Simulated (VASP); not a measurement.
HfN: single point with PBE

The system is HfN.

```
CELL_PARAMETERS angstrom
0.00000 2.23321 2.23321
2.23321 0.00000 2.23321
2.23321 2.23321 0.00000
ATOMIC_POSITIONS crystal
Hf 0.00000 0.00000 0.00000
N 0.50000 0.50000 0.50000
```

* Program: VASP 6.6.1
* Task: single point
* Functional: PBE
* Potentials or basis: VASP PAW PBE potentials, release 64 (Hf_pv, N)
* Cutoff: 520 eV
* k mesh: 16 × 16 × 16
* Occupations: gaussian, width 0.02 eV
* Spin: no spin polarisation

| Item | Value |
| --- | --- |
| Pressure | 13.5 GPa |
| Band gap on the k mesh | zero (an odd number of electrons rules out a gap without spin polarisation) |

Levels at points of the mesh, in eV from the Fermi level:
```csv
k point,band 6,band 7,band 8,band 9,band 10,band 11
"(0.00, 0.00, 0.00)",-3.06,-3.06,-0.36,-0.36,-0.36,2.06
"(0.50, 0.00, 0.00)",-6.35,-6.35,3.45,3.89,3.89,4.62
"(0.50, 0.50, 0.00)",-3.96,-3.70,-3.70,4.30,5.81,5.81
```

Wall time 33 s on 1 thread of AMD EPYC 7R43 64-Core Processor (Zen 3), with other jobs on the host, peak memory 0.14 GiB.

Caveat: the cell stands under pressure; spin-orbit coupling is left out, which moves the levels of the heavy elements.
